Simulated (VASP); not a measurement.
Runs of VASP 6.6.1 on ZnS (Wurtzite-2H). The structure is that of space group P6_3mc (No. 186), or close to it. The cells are those of the table. 

```tsv
cell	gap on the mesh (eV)	pressure (GPa)	largest force (eV/Å)
a = 3.811, b = 3.811, c = 6.234 Å, angles 90.0, 90.0, 120.0°, 4 atoms	2.25	2.5	(a)
a = 3.861, b = 3.861, c = 6.316 Å, angles 90.0, 90.0, 120.0°, 4 atoms	2.07	-0.3	0.28
a = 3.910, b = 3.910, c = 6.396 Å, angles 90.0, 90.0, 120.0°, 4 atoms	1.89	-2.7	0.24
a = 3.707, b = 3.707, c = 6.063 Å, angles 90.0, 90.0, 120.0°, 4 atoms	2.65	10.5	0.44
a = 3.958, b = 3.958, c = 6.474 Å, angles 90.0, 90.0, 120.0°, 4 atoms	1.73	(c)	0.21
a = 3.759, b = 3.759, c = 6.150 Å, angles 90.0, 90.0, 120.0°, 4 atoms	(b)	6.1	0.38
a = 3.652, b = 3.652, c = 5.974 Å, angles 90.0, 90.0, 120.0°, 4 atoms	2.86	16.0	0.51
```

Alike in all rows: task single point; level PBE; potentials or basis VASP PAW PBE potentials, release 64 (Zn, S); no spin polarisation; k mesh 5 × 5 × 3; cutoff (eV) 520; smearing gaussian 0.01 eV.

Task: Fill in the values left out.

Result: (a) 0.33; (b) 2.45; (c) -4.6.

